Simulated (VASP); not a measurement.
Here is a VASP 6.6.1 calculation.

File INCAR:

```
PREC = Accurate
ENCUT = 600
EDIFF = 1E-7
ISMEAR = -1
SIGMA = 0.05
LREAL = F
LASPH = T
NELM = 60
ALGO = Normal
ISIF = 3
LWAVE = F
LCHARG = F
GGA = RE
IBRION = 2
NSW = 60
EDIFFG = -0.01
```

Contents of KPOINTS:

```
regular mesh
0
Gamma
  9 9 9
```

Contents of POSCAR:

```
LiCl
1.0
    0.0000000000      2.5647700000      2.5647700000
    2.5647700000      0.0000000000      2.5647700000
    2.5647700000      2.5647700000      0.0000000000
Cl Li
1 1
Direct
    0.5000000000      0.5000000000      0.5000000000
    0.0000000000      0.0000000000      0.0000000000
```

Potentials or basis: VASP PAW PBE potentials, release 64 (Cl, Li_sv).

Run with:

```console
$ cat potpaw_PBE.64/Cl/POTCAR potpaw_PBE.64/Li_sv/POTCAR > POTCAR
$ mpirun -np 1 vasp_std > vasp.out
```

Predict the relaxed cell.

a = 3.704 Å, b = 3.704 Å, c = 3.704 Å, α = 60.00°, β = 60.00°, γ = 60.00°.

Estimate the space group after relaxing (to 0.05 Å).

Fm-3m (No. 225).

Step by step:
| step | energy change (eV) | largest force (eV/Å) | pressure (GPa) | volume (Å³) |
| --- | --- | --- | --- | --- |
| 1 | 0.0000 | 0.0000 | 1.97 | 33.74 |
| 2 | -0.0093 | 0.0000 | 0.97 | 34.77 |
| 3 | -0.0127 | 0.0000 | -0.09 | 36.05 |
| 4 | -0.0127 | 0.0000 | 0.00 | 35.93 |

Caveat: the cutoff is under 1.25 times the usual one of these potentials, so pressure, stress and relaxed cells hold a basis-set (Pulay) error; the PAW data sets were made with another functional, which shifts forces and pressure a little. Zero-point motion and thermal expansion aren't in these numbers.
